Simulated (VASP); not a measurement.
Write the native input for VASP 6.6.1 that does the following.

* Task: single point
* Functional: PBEsol
* Potentials or basis: VASP PAW PBE potentials, release 64 (Rh_pv)
* Cutoff: 520 eV
* k mesh: 21 × 21 × 12
* Occupations: gaussian, width 0.15 eV
* Spin: no spin polarisation
* Dipole correction: no
* Further INCAR settings: ALGO = Fast; EDIFF = 1e-06; NBANDS = 22

The structure of Rh lies in POSCAR:

```
Rh
1.0
    2.7959217148      0.0000000000      0.0000000000
   -1.3979608574      2.4213392320      0.0000000000
    0.0000000000      0.0000000000      4.3244521162
Rh
2
Direct
    0.6666666667      0.3333333333      0.7500000000
    0.3333333333      0.6666666667      0.2500000000
```

This isn't the form of Rh at room conditions, which is fcc.

One way to write it, as run:

INCAR

```
SYSTEM = Rh
PREC = Accurate
ENCUT = 520
EDIFF = 1E-6
ISMEAR = 0
SIGMA = 0.15
LREAL = .FALSE.
LASPH = .TRUE.
NELM = 80
ALGO = Fast
ISIF = 2
LWAVE = .FALSE.
LCHARG = .FALSE.
GGA = PS
NBANDS = 22
```

KPOINTS

```
regular mesh
0
G
  21 21 12
  0 0 0
```

Potentials or basis: VASP PAW PBE potentials, release 64 (Rh_pv).

Command:

```bash
$ cat potpaw_PBE.64/Rh_pv/POTCAR > POTCAR
$ mpirun -np 1 vasp_std > vasp.out
```

It gave:

```json
{
 "Pressure": "-17.8 GPa",
 "Band gap on the k mesh": "zero (bands 15 and 16 overlap by 2.08 eV)"
}
```

Caveat: the stress differs along the axes, from -20 to -12 GPa; the PAW data sets were made with another functional, which shifts forces and pressure a little.

Run time: 62 s on 1 thread of Intel(R) Xeon(R) 6975P-C (Granite Rapids), on a shared host, peak memory 0.28 GiB.
